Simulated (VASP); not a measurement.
# K (Im-3m) in VASP: electric field gradients with LDA

Aim: the electric field gradients of K with LDA.

Everything below comes from runs of VASP 6.6.1. Logs are shortened: lines on timing, memory, paths and dates and some standing lists are left out, and cuts for length are marked.

### Step 1. The cell of the first run

It takes space group Im-3m (No. 229, cubic). Conventional cell: a = 5.305 Å, b = 5.305 Å, c = 5.305 Å, α = 90.00°, β = 90.00°, γ = 90.00°.

### Step 2. Electric field gradients, LDA (functional lda, volume scaled by 1.04)

Contents of INCAR:

```
SYSTEM = K
PREC = Accurate ; ENCUT = 520
EDIFF = 1E-8 ; ISMEAR = -1
SIGMA = 0.08 ; LREAL = .FALSE.
LASPH = .TRUE. ; NELM = 80
ALGO = Normal ; ISIF = 2
LWAVE = .FALSE. ; LCHARG = .FALSE.
GGA = CA ; LEFG = .TRUE.
NBANDS = 10
```

Contents of KPOINTS:

```
regular mesh
0
G
  10 10 10
  0 0 0
```

Contents of POSCAR:

```
K
1.0
   -2.6524513192      2.6524513192      2.6524513192
    2.6524513192     -2.6524513192      2.6524513192
    2.6524513192      2.6524513192     -2.6524513192
K
1
Direct
    0.0000000000      0.0000000000      0.0000000000
```

Potentials or basis: VASP PAW LDA potentials, release 64 (K_sv).

Command:

```sh
$ cat potpaw_LDA.64/K_sv/POTCAR > POTCAR
$ mpirun -np 1 vasp_std > vasp.out
```

OUTCAR:

```text
SYSTEM = K
   PREC = Accurate
   ENCUT = 520
   EDIFF = 1E-8
   ISMEAR = -1
   LREAL = .FALSE.
   LASPH = .TRUE.
   NELM = 80
   ISIF = 2
   GGA = CA

 ion  position               nearest neighbor table
   1  0.000  0.000  0.000-

  LATTYP: Found a body centered cubic cell.
 ALAT       =     5.3049026384

  Lattice vectors:

 A1 = (  -2.6524513192,   2.6524513192,   2.6524513192)
 A2 = (   2.6524513192,  -2.6524513192,   2.6524513192)
 A3 = (   2.6524513192,   2.6524513192,  -2.6524513192)

Analysis of symmetry for initial positions (statically):
=====================================================================
 Subroutine PRICEL returns:
 Original cell was already a primitive cell.

 Routine SETGRP: Setting up the symmetry group for a
 body centered cubic supercell.

 Subroutine GETGRP returns: Found 48 space group operations
 (whereof 48 operations were pure point group operations)
 out of a pool of 48 trial point group operations.

The static configuration has the point symmetry O_h .

Analysis of symmetry for dynamics (positions and initial velocities):
=====================================================================
 Subroutine PRICEL returns:
 Original cell was already a primitive cell.

 Routine SETGRP: Setting up the symmetry group for a
 body centered cubic supercell.

 Subroutine GETGRP returns: Found 48 space group operations
 (whereof 48 operations were pure point group operations)
 out of a pool of 48 trial point group operations.

The dynamic configuration has the point symmetry O_h .

 Subroutine INISYM returns: Found 48 space group operations
 (whereof 48 operations are pure point group operations),
 and found     1 'primitive' translations

----------------------------------------------------------------------------------------

                                     Primitive cell

  volume of cell :      74.6453

  direct lattice vectors                    reciprocal lattice vectors
    -2.652451319  2.652451319  2.652451319     0.000000000  0.188504873  0.188504873
     2.652451319 -2.652451319  2.652451319     0.188504873  0.000000000  0.188504873
     2.652451319  2.652451319 -2.652451319     0.188504873  0.188504873  0.000000000

  length of vectors
     4.594180449  4.594180449  4.594180449     0.266586148  0.266586148  0.266586148

  position of ions in fractional coordinates (direct lattice)
     0.000000000  0.000000000  0.000000000

  ion indices of the primitive-cell ions
   primitive index   ion index
                 1           1

----------------------------------------------------------------------------------------

 KPOINTS: regular mesh

Automatic generation of k-mesh.
 Grid dimensions read from file:
 generate k-points for:   10   10   10

 Generating k-lattice:

  Cartesian coordinates                     Fractional coordinates (reciprocal lattice)
     0.000000000  0.018850487  0.018850487     0.100000000  0.000000000  0.000000000
     0.018850487  0.000000000  0.018850487     0.000000000  0.100000000  0.000000000
     0.018850487  0.018850487  0.000000000     0.000000000  0.000000000  0.100000000

  Length of vectors
     0.026658615  0.026658615  0.026658615

  Shift w.r.t. Gamma in fractional coordinates (k-lattice)
     0.000000000  0.000000000  0.000000000

 Subroutine IBZKPT returns following result:
 ===========================================

 Found     47 irreducible k-points:

 Following reciprocal coordinates:
            Coordinates               Weight
  0.000000  0.000000  0.000000      1.000000
  0.100000  0.000000  0.000000     12.000000
  0.200000  0.000000  0.000000     12.000000
  0.300000  0.000000  0.000000     12.000000
  0.400000  0.000000  0.000000     12.000000
  0.500000  0.000000  0.000000      6.000000
[... 16 lines left out ...]
  0.300000  0.300000  0.100000      8.000000
 -0.300000  0.300000  0.100000     24.000000
 [... further k-points ...]
   k-points           NKPTS =     47   k-points in BZ     NKDIM =     47   number of bands    NBANDS=     10
   number of dos      NEDOS =    301   number of ions     NIONS =      1
   total plane-waves  NPLWV =  46656
   dimension x,y,z NGX =    36 NGY =   36 NGZ =   36
   dimension x,y,z NGXF=    72 NGYF=   72 NGZF=   72
   ions per type =               1
   NGX,Y,Z   is equivalent  to a cutoff of  13.03, 13.03, 13.03 a.u.
   NGXF,Y,Z  is equivalent  to a cutoff of  26.05, 26.05, 26.05 a.u.
 SYSTEM =  K
   PREC   = accura    normal or accurate (medium, high low for compatibility)
   ISTART =      0    job   : 0-new  1-cont  2-samecut
   ICHARG =      2    charge: 1-file 2-atom 10-const
   ISPIN  =      1    spin polarized calculation?
   LNONCOLLINEAR =      F non collinear calculations
   LSORBIT =      F    spin-orbit coupling
   LASPH  =      T    aspherical Exc in radial PAW
   ENCUT  =  520.0 eV  38.22 Ry    6.18 a.u.   8.54  8.54  8.54*2*pi/ulx,y,z
   NELM   =     80;   NELMIN=  2; NELMDL= -5     # of ELM steps
   EDIFF  = 0.1E-07   stopping-criterion for ELM
   LREAL  =      F    real-space projection
   EDIFFG = 0.1E-06   stopping-criterion for IOM
   NSW    =      0    number of steps for IOM
   IBRION =     -1    ionic relax: 0-MD 1-quasi-New 2-CG
   NFREE  =      0    steps in history (QN), initial steepest desc. (CG)
   ISIF   =      2    stress and relaxation
   ISYM   =      2    0-nonsym 1-usesym 2-fastsym
   POTIM  = 0.5000    time-step for ionic-motion
   TEBEG  =    0.0;   TEEND  =   0.0 temperature during run
   PSTRESS=    0.0 pullay stress
   NELECT =       9.0000    total number of electrons
   NUPDOWN=      -1.0000    fix difference up-down
   EMIN   =  10.00;   EMAX   =-10.00  energy-range for DOS
   EFERMI =   0.00;   METHOD = LEGACY
   ISMEAR =    -1;   SIGMA  =   0.08  broadening in eV -4-tet -1-fermi 0-gaus
   EFERMI_NEDOS =   21; number of points for ismear=-14 and -15
   IALGO  =     38    algorithm
   IMIX   =      4    mixing-type and parameters
     AMIX     =   0.40;   BMIX     =  1.00
     AMIX_MAG =   1.60;   BMIX_MAG =  1.00
  volume/ion in A,a.u.               =      74.65       503.73
  Fermi-wavevector in a.u.,A,eV,Ry     =   0.808764  1.528342  8.899551  0.654099
  Thomas-Fermi vector in A             =   1.917629
   LORBIT       =      0    0 simple, 1 ext, 2 COOP (PROOUT), +10 PAW based schemes
   GGA     = CA    functional components
   LHFCALC =     F    Hartree Fock is set to
   AEXX    =    0.0000 exact exchange contribution
   IVDW    =     0    specifies the selected vdW correction
   LEPSILON=     F    determine dielectric tensor
   LRPA    =     F    only Hartree local field effects (RPA)
 non-spin polarized calculation
  energy-cutoff  :      520.00
  volume of cell :       74.65
 maximum number of plane-waves:      2022
 NGX is ok and might be reduce to    36
   NGX = 17   NGY = 17   NGZ = 17

 number of electron       9.0000001 magnetization

 Free energy of the ion-electron system (eV)
  ---------------------------------------------------
  ext. energy  EPLUGINS =         0.00000000
  ---------------------------------------------------
  free energy    TOTEN  =        -1.15276056 eV

  energy without entropy =       -1.13432755  energy(sigma->0) =       -1.14354406

 E-fermi :  -0.3383     XC(G=0):  -5.8316

 val. band max:       -0.3473845024   @ k =   0.3000   0.2000   0.0000
 cond. band min:      -0.2500155427   @ k =  -0.4000   0.4000   0.2000
 fundamental gap:      0.0973689598
 Fermi energy:        -0.3382997650

 k-point     1 :       0.0000    0.0000    0.0000
  band No.  band energies     occupation
      1     -32.1695      2.00000
      2     -15.8502      2.00000
      3     -15.8502      2.00000
      4     -15.8502      2.00000
      5      -2.4820      2.00000
      6       3.8046      0.00000
      7       3.8046      0.00000
      8       3.8046      0.00000
      9       4.7293      0.00000
     10       4.7293      0.00000

 k-point     2 :       0.1000    0.0000    0.0000
  band No.  band energies     occupation
      1     -32.1691      2.00000
      2     -15.8568      2.00000
      3     -15.8524      2.00000
      4     -15.8502      2.00000
      5      -2.3586      2.00000
      6       3.6278      0.00000
      7       3.6586      0.00000
      8       3.9021      0.00000
      9       4.5471      0.00000
     10       4.7053      0.00000

 k-point     3 :       0.2000    0.0000    0.0000
  band No.  band energies     occupation
      1     -32.1681      2.00000
      2     -15.8736      2.00000
      3     -15.8581      2.00000
      4     -15.8502      2.00000
      5      -1.9962      2.00000
      6       2.9741      0.00000
      7       3.3406      0.00000
      8       4.1905      0.00000
      9       4.4999      0.00000
     10       4.6860      0.00000

 k-point     4 :       0.3000    0.0000    0.0000
  band No.  band energies     occupation
      1     -32.1668      2.00000
      2     -15.8943      2.00000
      3     -15.8652      2.00000
      4     -15.8502      2.00000
      5      -1.4185      2.00000
      6       2.1002      0.00000
      7       3.0270      0.00000
      8       4.5574      0.00000
      9       4.6572      0.00000
     10       4.7580      0.00000

 k-point     5 :       0.4000    0.0000    0.0000
  band No.  band energies     occupation
      1     -32.1658      2.00000
      2     -15.9108      2.00000
      3     -15.8708      2.00000
      4     -15.8501      2.00000
      5      -0.6673      1.96778
      6       1.1774      0.00000
      7       2.8133      0.00000
      8       4.4557      0.00000
      9       4.9675      0.00000
     10       5.2811      0.00000

 k-point     6 :       0.5000    0.0000    0.0000
  band No.  band energies     occupation
      1     -32.1654      2.00000
      2     -15.9170      2.00000
      3     -15.8730      2.00000
      4     -15.8501      2.00000
      5       0.0681      0.01236
      6       0.3872      0.00023
      7       2.7386      0.00000
      8       4.3549      0.00000
      9       5.2098      0.00000
     10       5.5974      0.00000
[... 183 lines left out ...]
 k-point    21 :       0.3000    0.2000    0.1000
  band No.  band energies     occupation
      1     -32.1653      2.00000
      2     -15.9030      2.00000
      3     -15.8799      2.00000
      4     -15.8619      2.00000
      5       0.2377      0.00149
      6       1.0613      0.00000
      7       1.7890      0.00000
      8       3.5022      0.00000
      9       5.0604      0.00000
     10       5.2295      0.00000

 k-point    22 :      -0.2000    0.2000    0.1000
  band No.  band energies     occupation
      1     -32.1677      2.00000
      2     -15.8735      2.00000
      3     -15.8604      2.00000
      4     -15.8555      2.00000
      5      -1.8773      2.00000
      6       3.0152      0.00000
      7       3.3207      0.00000
      8       3.8791      0.00000
      9       4.2084      0.00000
     10       5.0548      0.00000

 k-point    23 :       0.3000    0.3000    0.1000
  band No.  band energies     occupation
      1     -32.1651      2.00000
      2     -15.8921      2.00000
      3     -15.8921      2.00000
      4     -15.8640      2.00000
      5       0.9252      0.00000
      6       0.9252      0.00000
      7       1.2149      0.00000
      8       3.2635      0.00000
      9       5.1515      0.00000
     10       5.1515      0.00000

 k-point    24 :      -0.3000    0.3000    0.1000
  band No.  band energies     occupation
      1     -32.1665      2.00000
      2     -15.8933      2.00000
      3     -15.8675      2.00000
      4     -15.8552      2.00000
      5      -1.3048      1.99999
      6       2.1523      0.00000
      7       3.0390      0.00000
      8       3.9234      0.00000
      9       4.6616      0.00000
     10       5.0623      0.00000

 [... further k-points ...]
[... 5 lines left out ...]
  --------------------------------------------------------------------------------------
  -------------------------------------------------------------------------------------
  Total       -0.2391768     -0.2391768     -0.2391768     -0.0000000     -0.0000000      0.0000000
  in kB       -5.1336632     -5.1336632     -5.1336632     -0.0000000     -0.0000000      0.0000000
  external PRESSURE =      -5.1336632 kB  Pullay stress =       0.0000000 kB

 VOLUME and BASIS-vectors are now :
 -----------------------------------------------------------------------------
  energy-cutoff  :      520.00
  volume of cell :       74.65
      direct lattice vectors                 reciprocal lattice vectors
    -2.652451319  2.652451319  2.652451319     0.000000000  0.188504873  0.188504873
     2.652451319 -2.652451319  2.652451319     0.188504873  0.000000000  0.188504873
     2.652451319  2.652451319 -2.652451319     0.188504873  0.188504873  0.000000000

 POSITION                                       TOTAL-FORCE (eV/Angst)
 -----------------------------------------------------------------------------------
      0.00000      0.00000      0.00000        -0.000000     -0.000000      0.000000
 -----------------------------------------------------------------------------------
    total drift:                               -0.000000      0.000000      0.000000

  FREE ENERGIE OF THE ION-ELECTRON SYSTEM (eV)
  ---------------------------------------------------
  free  energy   TOTEN  =        -1.1527605586 eV

  energy  without entropy=       -1.1343275528  energy(sigma->0) =       -1.14354406

 Electric field gradients (V/A^2)
---------------------------------------------------------------------
 ion       V_xx      V_yy      V_zz      V_xy      V_xz      V_yz
---------------------------------------------------------------------
   1      -0.000    -0.000    -0.000     0.000     0.000     0.000
---------------------------------------------------------------------

 Electric field gradients after diagonalization (V/A^2)
 (convention: |V_zz| > |V_xx| > |V_yy|)
----------------------------------------------------------------------
 ion       V_xx      V_yy      V_zz     asymmetry (V_yy - V_xx)/ V_zz
----------------------------------------------------------------------
   1      -0.000    -0.000     0.001       0.000
----------------------------------------------------------------------

           NMR quadrupolar parameters

 Cq : quadrupolar parameter    Cq=e*Q*V_zz/h
 eta: asymmetry parameters     (V_yy - V_xx)/ V_zz
 Q  : nuclear electric quadrupole moment in mb (millibarn)
----------------------------------------------------------------------
 ion       Cq(MHz)       eta       Q (mb)
----------------------------------------------------------------------
   1       0.000       0.000       1.000
----------------------------------------------------------------------
```

Wall time 24 s (1 thread of Intel Xeon Platinum 8375C at 2.90GHz (Ice Lake), shared host); peak memory 0.18 GiB.

What came out:

- Free energy: -1.1528 eV
- Pressure: -0.5 GPa

Levels at points of the mesh, in eV from the Fermi level:
```
           k point  band 3  band 4  band 5  band 6  band 7  band 8
(0.00, 0.00, 0.00)  -15.51  -15.51   -2.14    4.14    4.14    4.14
(0.50, 0.00, 0.00)  -15.53  -15.51    0.41    0.73    3.08    4.69
(0.50, 0.50, 0.50)  -15.56  -15.56    1.69    1.69    3.42    3.42
```

Caveat: without QUAD_EFG the Cq values of the log hold for a quadrupole moment of 1 mb, not for the nuclei.
